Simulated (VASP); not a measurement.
# WC (P-6m2) in VASP: single point with B3LYP

Aim: the single point of WC with B3LYP.

All numbers are computed with VASP 6.6.1; they aren't measurements. Logs are shortened: lines on timing, memory, paths and dates and some standing lists are left out, and cuts for length are marked.

## 1. The cell of the first run

It takes space group P-6m2 (No. 187, hexagonal). Conventional cell: a = 2.907 Å, b = 2.907 Å, c = 2.837 Å, α = 90.00°, β = 90.00°, γ = 120.00°. W (site symmetry -6m2) has 6 C at 2.20 Å and 8 W at 2.84 to 2.91 Å within 3.0 Å. C (site symmetry -6m2) has 6 W at 2.20 Å and 8 C at 2.84 to 2.91 Å within 3.0 Å.

## 2. Single point, B3LYP

POSCAR

```
WC
1.0
    2.9065000000      0.0000000000      0.0000000000
   -1.4532500000      2.5171028361      0.0000000000
    0.0000000000      0.0000000000      2.8366000000
W C
1 1
Direct
    0.0000000000      0.0000000000      0.0000000000
    0.6666666667      0.3333333333      0.5000000000
```

INCAR.step1

```
ALGO = Normal
EDIFF = 1E-5
ENCUT = 520
GGA = PE
ISIF = 2
ISMEAR = -1
LASPH = T
LCHARG = F
LREAL = F
LWAVE = T
NBANDS = 16
NELM = 80
PREC = Accurate
SIGMA = 0.05
```

INCAR.step2

```
AEXX = 0.2
AGGAC = 0.81
AGGAX = 0.72
ALDAC = 0.19
ALGO = Normal
EDIFF = 1E-7
ENCUT = 520
GGA = B3
ISIF = 2
ISMEAR = -1
ISTART = 1
LASPH = T
LCHARG = F
LHFCALC = T
LREAL = F
LWAVE = F
NBANDS = 16
NELM = 80
PREC = Accurate
PRECFOCK = Normal
SIGMA = 0.05
```

KPOINTS

```
k-points
0
Gamma
  5 5 5
```

Potentials or basis: VASP PAW PBE potentials, release 64 (W_sv, C).

Command:

```
$ cat potpaw_PBE.64/W_sv/POTCAR potpaw_PBE.64/C/POTCAR > POTCAR
$ cp INCAR.step1 INCAR
$ mpirun -np 1 vasp_std > vasp.out
$ cp INCAR.step2 INCAR
$ mpirun -np 1 vasp_std > vasp.out
```

OUTCAR:

```text
AEXX = 0.2
   EDIFF = 1E-7
   ENCUT = 520
   GGA = B3
   ISIF = 2
   ISMEAR = -1
   ISTART = 1
   LASPH = T
   LHFCALC = T
   LREAL = F
   NELM = 80
   PREC = Accurate
   PRECFOCK = Normal

 ion  position               nearest neighbor table
   1  0.000  0.000  0.000-   2 2.20   2 2.20   2 2.20   2 2.20   2 2.20   2 2.20
   2  0.667  0.333  0.500-   1 2.20   1 2.20   1 2.20   1 2.20   1 2.20   1 2.20

  LATTYP: Found a hexagonal cell.
 ALAT       =     2.9065000000
 C/A-ratio  =     0.9759504559

  Lattice vectors:

 A1 = (   2.9065000000,   0.0000000000,   0.0000000000)
 A2 = (  -1.4532500000,   2.5171028361,   0.0000000000)
 A3 = (   0.0000000000,   0.0000000000,   2.8366000000)

Analysis of symmetry for initial positions (statically):
=====================================================================
 Subroutine PRICEL returns:
 Original cell was already a primitive cell.

 Routine SETGRP: Setting up the symmetry group for a
 hexagonal supercell.

 Subroutine GETGRP returns: Found 12 space group operations
 (whereof 12 operations were pure point group operations)
 out of a pool of 24 trial point group operations.

The static configuration has the point symmetry D_3h.

Analysis of symmetry for dynamics (positions and initial velocities):
=====================================================================
 Subroutine PRICEL returns:
 Original cell was already a primitive cell.

 Routine SETGRP: Setting up the symmetry group for a
 hexagonal supercell.

 Subroutine GETGRP returns: Found 12 space group operations
 (whereof 12 operations were pure point group operations)
 out of a pool of 24 trial point group operations.

The dynamic configuration has the point symmetry D_3h.

 Subroutine INISYM returns: Found 12 space group operations
 (whereof 12 operations are pure point group operations),
 and found     1 'primitive' translations

----------------------------------------------------------------------------------------

                                     Primitive cell

  volume of cell :      20.7525

  direct lattice vectors                    reciprocal lattice vectors
     2.906500000  0.000000000  0.000000000     0.344056425  0.198641070  0.000000000
    -1.453250000  2.517102836  0.000000000     0.000000000  0.397282139  0.000000000
     0.000000000  0.000000000  2.836600000     0.000000000  0.000000000  0.352534725

  length of vectors
     2.906500000  2.906500000  2.836600000     0.397282139  0.397282139  0.352534725

  position of ions in fractional coordinates (direct lattice)
     0.000000000  0.000000000  0.000000000
     0.666666667  0.333333333  0.500000000

  ion indices of the primitive-cell ions
   primitive index   ion index
                 1           1
                 2           2

----------------------------------------------------------------------------------------

 KPOINTS: k-points

Automatic generation of k-mesh.
 Grid dimensions read from file:
 generate k-points for:    5    5    5

 Generating k-lattice:

  Cartesian coordinates                     Fractional coordinates (reciprocal lattice)
     0.068811285  0.039728214  0.000000000     0.200000000  0.000000000  0.000000000
     0.000000000  0.079456428  0.000000000     0.000000000  0.200000000  0.000000000
     0.000000000  0.000000000  0.070506945     0.000000000  0.000000000  0.200000000

  Length of vectors
     0.079456428  0.079456428  0.070506945

  Shift w.r.t. Gamma in fractional coordinates (k-lattice)
     0.000000000  0.000000000  0.000000000

 Subroutine IBZKPT returns following result:
 ===========================================

 Found     15 irreducible k-points:

 Following reciprocal coordinates:
            Coordinates               Weight
  0.000000  0.000000  0.000000      1.000000
  0.200000 -0.000000  0.000000      6.000000
  0.400000  0.000000  0.000000      6.000000
  0.200000  0.200000  0.000000      6.000000
  0.400000  0.200000  0.000000      6.000000
  0.000000  0.000000  0.200000      2.000000
  0.200000 -0.000000  0.200000     12.000000
  0.400000  0.000000  0.200000     12.000000
  0.200000  0.200000  0.200000     12.000000
  0.400000  0.200000  0.200000     12.000000
  0.000000  0.000000  0.400000      2.000000
  0.200000 -0.000000  0.400000     12.000000
  0.400000  0.000000  0.400000     12.000000
  0.200000  0.200000  0.400000     12.000000
  0.400000  0.200000  0.400000     12.000000
   k-points           NKPTS =     15   k-points in BZ     NKDIM =    125   number of bands    NBANDS=     16
   number of dos      NEDOS =    301   number of ions     NIONS =      2
   total plane-waves  NPLWV =  13824
   dimension x,y,z NGX =    24 NGY =   24 NGZ =   24
   dimension x,y,z NGXF=    48 NGYF=   48 NGZF=   48
   ions per type =               1   1
   NGX,Y,Z   is equivalent  to a cutoff of  13.73, 13.73, 14.07 a.u.
   NGXF,Y,Z  is equivalent  to a cutoff of  27.46, 27.46, 28.13 a.u.
 SYSTEM =  unknown system
   PREC   = accura    normal or accurate (medium, high low for compatibility)
   ISTART =      1    job   : 0-new  1-cont  2-samecut
   ICHARG =      0    charge: 1-file 2-atom 10-const
   ISPIN  =      1    spin polarized calculation?
   LNONCOLLINEAR =      F non collinear calculations
   LSORBIT =      F    spin-orbit coupling
   LASPH  =      T    aspherical Exc in radial PAW
   ENCUT  =  520.0 eV  38.22 Ry    6.18 a.u.   5.40  5.40  5.27*2*pi/ulx,y,z
   NELM   =     80;   NELMIN=  2; NELMDL=  0     # of ELM steps
   EDIFF  = 0.1E-06   stopping-criterion for ELM
   LREAL  =      F    real-space projection
   EDIFFG = 0.1E-05   stopping-criterion for IOM
   NSW    =      0    number of steps for IOM
   IBRION =     -1    ionic relax: 0-MD 1-quasi-New 2-CG
   NFREE  =      0    steps in history (QN), initial steepest desc. (CG)
   ISIF   =      2    stress and relaxation
   ISYM   =      3    0-nonsym 1-usesym 2-fastsym
   POTIM  = 0.5000    time-step for ionic-motion
   TEBEG  =    0.0;   TEEND  =   0.0 temperature during run
   PSTRESS=    0.0 pullay stress
   NELECT =      18.0000    total number of electrons
   NUPDOWN=      -1.0000    fix difference up-down
   EMIN   =  10.00;   EMAX   =-10.00  energy-range for DOS
   EFERMI =   0.00;   METHOD = LEGACY
   ISMEAR =    -1;   SIGMA  =   0.05  broadening in eV -4-tet -1-fermi 0-gaus
   EFERMI_NEDOS =   21; number of points for ismear=-14 and -15
   IALGO  =     38    algorithm
   IMIX   =      1    mixing-type and parameters
     AMIX     =   0.40;   BMIX     =  1.00
     AMIX_MAG =   1.60;   BMIX_MAG =  1.00
  volume/ion in A,a.u.               =      10.38        70.02
  Fermi-wavevector in a.u.,A,eV,Ry     =   1.561262  2.950358 33.164744  2.437540
  Thomas-Fermi vector in A             =   2.664353
   LORBIT       =      0    0 simple, 1 ext, 2 COOP (PROOUT), +10 PAW based schemes
   GGA     = B3    functional components
   LHFCALC =     T    Hartree Fock is set to
   PRECFOCK=normal    Normal, Fast or Accurate (Low or Medium for compatibility)
   ENCUT4O =  -1.0   cutoff for four orbital integrals eV
   NKREDX  =     1    reduce k-point grid by
   NKREDY  =     1    reduce k-point grid by
   NKREDZ  =     1    reduce k-point grid by
   AEXX    =    0.2000 exact exchange contribution
   HFSCREEN=    0.0000 screening length (either q_TF or 0.3 A-1)
   HFSCREENC=   0.0000 screening length for correlation (either q_TF or 0.3 A-1)
   ENCUTFOCK=  -1.0 apply spherical cutoff to Coloumb kernel
   IVDW    =     0    specifies the selected vdW correction
   LEPSILON=     F    determine dielectric tensor
   LRPA    =     F    only Hartree local field effects (RPA)
 non-spin polarized calculation
  energy-cutoff  :      520.00
  volume of cell :       20.75
 maximum number of plane-waves:       575
 NGX is ok and might be reduce to    24
  NGX = 18; NGY = 18; NGZ = 16

 number of electron      18.0000000 magnetization

 Free energy of the ion-electron system (eV)
  ---------------------------------------------------
  ext. energy  EPLUGINS =         0.00000000
  ---------------------------------------------------
  free energy    TOTEN  =       -24.48552507 eV

  energy without entropy =      -24.48552406  energy(sigma->0) =      -24.48552456

 E-fermi :  11.4700     XC(G=0): -10.9413

 val. band max:       10.9409086452   @ k =   0.0000   0.0000   0.0000
 cond. band min:      11.9982681900   @ k =   0.0000   0.0000   0.2000
 fundamental gap:      1.0573595448
 Fermi energy:        11.4700348125

 k-point     1 :       0.0000    0.0000    0.0000
  band No.  band energies     occupation
      1     -66.2010      2.00000
      2     -29.1918      2.00000
      3     -29.0570      2.00000
      4     -29.0570      2.00000
      5      -4.8831      2.00000
      6       6.1170      2.00000
[... 8 lines left out ...]
     15      27.1050      0.00000
     16      29.4428      0.00000

 k-point     2 :       0.2000   -0.0000    0.0000
  band No.  band energies     occupation
      1     -66.1774      2.00000
      2     -29.3901      2.00000
      3     -29.1453      2.00000
      4     -29.1335      2.00000
      5      -3.8434      2.00000
      6       5.3295      2.00000
[... 8 lines left out ...]
     15      26.4221      0.00000
     16      31.2259      0.00000

 k-point     3 :       0.4000    0.0000    0.0000
  band No.  band energies     occupation
      1     -66.1391      2.00000
      2     -29.8979      2.00000
      3     -29.2553      2.00000
      4     -29.0706      2.00000
      5      -1.8105      2.00000
      6       3.4867      2.00000
[... 8 lines left out ...]
     15      26.6456      0.00000
     16      29.9832      0.00000
[... 191 lines left out ...]
 k-point    14 :       0.2000    0.2000    0.4000
  band No.  band energies     occupation
      1     -66.1045      2.00000
      2     -29.7971      2.00000
      3     -29.6141      2.00000
      4     -29.2325      2.00000
      5      -1.3708      2.00000
      6       4.2488      2.00000
[... 8 lines left out ...]
     15      26.5571      0.00000
     16      28.8199      0.00000

 k-point    15 :       0.4000    0.2000    0.4000
  band No.  band energies     occupation
      1     -66.0854      2.00000
      2     -29.7620      2.00000
      3     -29.7438      2.00000
      4     -29.3822      2.00000
      5      -1.3296      2.00000
      6       3.6367      2.00000
[... 8 lines left out ...]
     15      25.3964      0.00000
     16      26.5165      0.00000

------------------------ aborting loop because EDIFF is reached ----------------------------------------

  FORCE on cell =-STRESS in cart. coord.  units (eV):
  Direction    XX          YY          ZZ          XY          YZ          ZX
  --------------------------------------------------------------------------------------
  -------------------------------------------------------------------------------------
  Total        1.5464973      1.5464973      0.9113612      0.0000000      0.0000000      0.0000000
  in kB      119.3961637    119.3961637     70.3609593      0.0000000      0.0000000      0.0000000
  external PRESSURE =     103.0510955 kB  Pullay stress =       0.0000000 kB

 VOLUME and BASIS-vectors are now :
 -----------------------------------------------------------------------------
  energy-cutoff  :      520.00
  volume of cell :       20.75
      direct lattice vectors                 reciprocal lattice vectors
     2.906500000  0.000000000  0.000000000     0.344056425  0.198641070  0.000000000
    -1.453250000  2.517102836  0.000000000     0.000000000  0.397282139  0.000000000
     0.000000000  0.000000000  2.836600000     0.000000000  0.000000000  0.352534725

 POSITION                                       TOTAL-FORCE (eV/Angst)
 -----------------------------------------------------------------------------------
      0.00000      0.00000      0.00000        -0.000000      0.000000      0.000000
      1.45325      0.83903      1.41830         0.000000     -0.000000      0.000000
 -----------------------------------------------------------------------------------
    total drift:                               -0.000004     -0.000001      0.000000

  FREE ENERGIE OF THE ION-ELECTRON SYSTEM (eV)
  ---------------------------------------------------
  free  energy   TOTEN  =       -24.4855250677 eV

  energy  without entropy=      -24.4855240556  energy(sigma->0) =      -24.48552456
```

Run time: 8.1 min. Hardware: 1 thread of Intel Xeon Platinum 8488C (Sapphire Rapids), shared host; peak memory 0.15 GiB.

What came out:

| Item | Value |
| --- | --- |
| Free energy | -24.4855 eV |
| Pressure | 10.3 GPa |
| Band gap on the k mesh | zero (bands 9 and 10 overlap by 1.46 eV) |

Stress tensor (GPa, compression positive):
```
11.94  0.00  0.00
 0.00 11.94  0.00
 0.00  0.00  7.04
```

Levels at points of the mesh, in eV from the Fermi level:
| k point | band 7 | band 8 | band 9 | band 10 | band 11 | band 12 |
| --- | --- | --- | --- | --- | --- | --- |
| (0.00, 0.00, 0.00) | -4.39 | -4.39 | -0.53 | 3.71 | 3.71 | 6.31 |

Caveat: the k points lie up to 0.50 Å⁻¹ apart, too coarse for converged energies and pressures of a metal; the PAW data sets were made with another functional, which shifts forces and pressure a little; spin-orbit coupling is left out, which moves the levels of the heavy elements.
